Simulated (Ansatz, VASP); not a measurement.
One calculation of Cu, two programs

```xyz
2
Lattice="1.2148 -3.9598 0.0000 1.2148 3.9598 0.0000 0.0000 0.0000 2.3752" Properties=species:S:1:pos:R:3 pbc="T T T"
Cu    1.2148    2.8998    0.5938
Cu    1.2148   -2.8998    1.7814
```

Change from the starting cell: strain -0.0375 x Voigt [0, 0, 1, 0, 0, 0], atoms carried along.

Alike in both runs: task single point; functional PBEsol; k mesh 26 × 26 × 24; occupations gaussian, width 0.15 eV; no spin polarisation.

|  | VASP | Ansatz |
| --- | --- | --- |
| version | VASP 6.6.1 | Ansatz 0.2.0 |
| potentials or method | VASP PAW PBE potentials, release 64 (Cu), cutoff 520 eV | scalar-relativistic, plane waves, PAW |
| valence electrons in the cell | 22 | 38 |

VASP gave:

```
gap on the k mesh at the Fermi level (eV)                     : none
pressure (GPa)                                                : 8.1
traceless stress, the component that is largest in VASP (GPa) : 6.77
rms of the force components (eV/Å)                            : 0.025
```

Task: Estimate Ansatz's values.

Result: gap on the k mesh at the Fermi level (eV): none; pressure (GPa): 7.0; traceless stress, the component that is largest in VASP (GPa): 6.73; rms of the force components (eV/Å): 0.021.

VASP's potentials were made for PBE, not for PBEsol. Atom by atom the forces differ by 0.003 eV/Å (rms over components). A gap of «none» marks a metal or a gap that the smearing closes. VASP's potentials hold 22 valence electrons a cell and Ansatz's 38, so a difference there can come from the potentials and not from the codes.
